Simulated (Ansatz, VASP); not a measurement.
# Two plane-wave programs on Tl

INCAR

```
SYSTEM = Tl
  PREC = Accurate
  ENCUT = 520
  EDIFF = 1E-6
  ISMEAR = 0
  SIGMA = 0.15
  LREAL = .False.
  LASPH = .True.
  NELM = 60
  ALGO = Fast
  ISIF = 2
  LWAVE = .False.
  LCHARG = .False.
  GGA = PE
  NBANDS = 20
```

File KPOINTS:

```
regular mesh
0
Gamma
  18 18 10
  0 0 0
```

Contents of POSCAR:

```
Tl
1.0
    3.1795184880      0.0000000000      0.0000000000
   -1.5897592440      2.7535437824      0.0000000000
    0.0000000000      0.0000000000      5.0830000000
Tl
2
Direct
    0.3333333333      0.6666666667      0.2500000000
    0.6666666667      0.3333333333      0.7500000000
```

Input for Ansatz:

```yaml
crystal:
  lattice:
    - [3.179518488, 0.0, 0.0]
    - [-1.589759244, 2.7535437824, 0.0]
    - [0.0, 0.0, 5.083]
  atoms:
    - { symbol: Tl, position: [0.3333333333, 0.6666666667, 0.25] }
    - { symbol: Tl, position: [0.6666666667, 0.3333333333, 0.75] }
basis:
  ecutwfc: 420
kpoints:
  mp_grid: { grid: [18, 18, 10] }
hamiltonian:
  xc: pbe
scf:
  occupations: { method: gaussian, width: 0.15 }
output:
  forces: true
  stress: true
  eigenvalues: true
```

Change from the starting cell: strain -0.080 along x and y, -0.080 along z, atoms carried along.

Alike in both runs: task single point; functional PBE; k mesh 18 × 18 × 10; occupations gaussian, width 0.15 eV; no spin polarisation.

|  | VASP | Ansatz |
| --- | --- | --- |
| version | VASP 6.6.1 | Ansatz 0.2.0 |
| potentials or method | VASP PAW PBE potentials, release 64 (Tl_d), cutoff 520 eV | scalar-relativistic, plane waves, PAW |
| valence electrons in the cell | 26 | 26 |

VASP gave:

```
gap on the k mesh at the Fermi level (eV)                     : none
pressure (GPa)                                                : 23.3
traceless stress, the component that is largest in VASP (GPa) : 1.09
```

**Question.** What did Ansatz give for the same quantities?

**Answer.** gap on the k mesh at the Fermi level (eV): none; pressure (GPa): 23.4; traceless stress, the component that is largest in VASP (GPa): 1.09.

A gap of «none» marks a metal or a gap that the smearing closes.

Spin-orbit coupling is off throughout.
